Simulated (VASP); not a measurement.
P: single point with PBEsol

Crystal: P.

```xyz
12
Lattice="3.3628 1.9415 4.9088 -3.3628 1.9415 4.9088 0.0000 -3.8830 4.9088" Properties=species:S:1:pos:R:3 pbc="T T T"
P    -1.3806    0.7971    3.7022
P     0.0000   -1.5942    3.7022
P     1.3806    0.7971    3.7022
P     1.3806   -0.7971   11.0243
P    -1.3806   -0.7971   11.0243
P     0.0000    1.5942   11.0243
P    -1.3260    0.7656    5.9856
P     0.0000   -1.5312    5.9856
P     1.3260    0.7656    5.9856
P     1.3260   -0.7656    8.7408
P    -1.3260   -0.7656    8.7408
P     0.0000    1.5312    8.7408
```

```json
{"Program": "VASP 6.6.1", "Task": "single point", "Functional": "PBEsol", "Potentials or basis": "VASP PAW PBE potentials, release 64 (P)", "Cutoff": "520 eV", "k mesh": "3 × 3 × 3", "Occupations": "gaussian, width 0.1 eV", "Spin": "no spin polarisation", "Dipole correction": "no", "Further INCAR settings": "ALGO = Normal; EDIFF = 1e-07; NBANDS = 42"}
```

The pressure is -0.1 GPa and the largest force is 0.030 eV/Å. The band gap on the k mesh is zero (bands 30 and 31 overlap by 0.87 eV).

Forces in eV/Å, atoms in the order of the input:
```
P   -0.001  0.001  0.030
P    0.000 -0.001  0.030
P    0.001  0.001  0.030
P    0.001 -0.001 -0.030
P   -0.001 -0.001 -0.030
P    0.000  0.001 -0.030
P   -0.014  0.008 -0.017
P    0.000 -0.016 -0.017
P    0.014  0.008 -0.017
P    0.014 -0.008  0.017
P   -0.014 -0.008  0.017
P    0.000  0.016  0.017
```

Stress tensor (GPa, compression positive):
```
-0.02  0.00  0.00
 0.00 -0.02  0.00
 0.00  0.00 -0.11
```

Levels at points of the mesh, in eV from the Fermi level:
```csv
k point,band 27,band 28,band 29,band 30,band 31,band 32,band 33,band 34
"(0.00, 0.00, 0.00)",0.01,0.01,0.44,0.44,0.49,0.52,0.52,0.91
```

Run time: 110 s on 1 thread of Intel Xeon 8259CL (shared host), peak memory 0.31 GiB.

Caveat: the k points lie up to 0.39 Å⁻¹ apart, too coarse for converged energies and pressures of a metal; the PAW data sets were made with another functional, which shifts forces and pressure a little.
